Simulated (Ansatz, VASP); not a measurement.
**One calculation of Nb, two programs**

INCAR

```
SYSTEM = Nb
ALGO = Normal
EDIFF = 1E-7
ENCUT = 520
GGA = PE
ISIF = 2
ISMEAR = -1
LASPH = .True.
LCHARG = .True.
LELF = .True.
LREAL = .False.
LVHAR = .True.
LWAVE = .False.
NBANDS = 12
NELM = 80
PREC = Accurate
SIGMA = 0.08
```

KPOINTS

```
k-points
0
Gamma
  16 16 16
  0 0 0
```

Contents of POSCAR:

```
Nb
1.0
   -1.6766574558      1.6766574558      1.6766574558
    1.6766574558     -1.6766574558      1.6766574558
    1.6766574558      1.6766574558     -1.6766574558
Nb
1
Direct
    0.0000000000      0.0000000000      0.0000000000
```

Input for Ansatz:

```yaml
crystal:
  lattice:
    - [-1.6766574558, 1.6766574558, 1.6766574558]
    - [1.6766574558, -1.6766574558, 1.6766574558]
    - [1.6766574558, 1.6766574558, -1.6766574558]
  atoms:
    - { symbol: Nb, position: [0.0, 0.0, 0.0] }
kpoints:
  mp_grid: { grid: [16, 16, 16] }
scf:
  occupations: { method: fermi_dirac, width: 0.08 }
hamiltonian:
  xc: pbe
  pseudopotentials: { kind: all_electron, lapw: { basis_error: 0.001 } }
output:
  forces: true
  stress: true
  eigenvalues: true
```

Change from the starting cell: volume scaled by 1.04.

Alike in both runs: task single point; functional PBE; k mesh 16 × 16 × 16; occupations fermi-dirac, width 0.08 eV; no spin polarisation.

|  | VASP | Ansatz |
| --- | --- | --- |
| version | VASP 6.6.1 | Ansatz 0.2.0 |
| potentials or method | VASP PAW PBE potentials, release 64 (Nb_sv), cutoff 520 eV | all-electron LAPW, scalar-relativistic |

Ansatz gave:

* pressure (GPa): -6.2

**Question.** What did VASP give for the same quantities?

**Answer.** Pressure (GPa): -6.5.

Ansatz ran all-electron here, and VASP with PAW potentials.
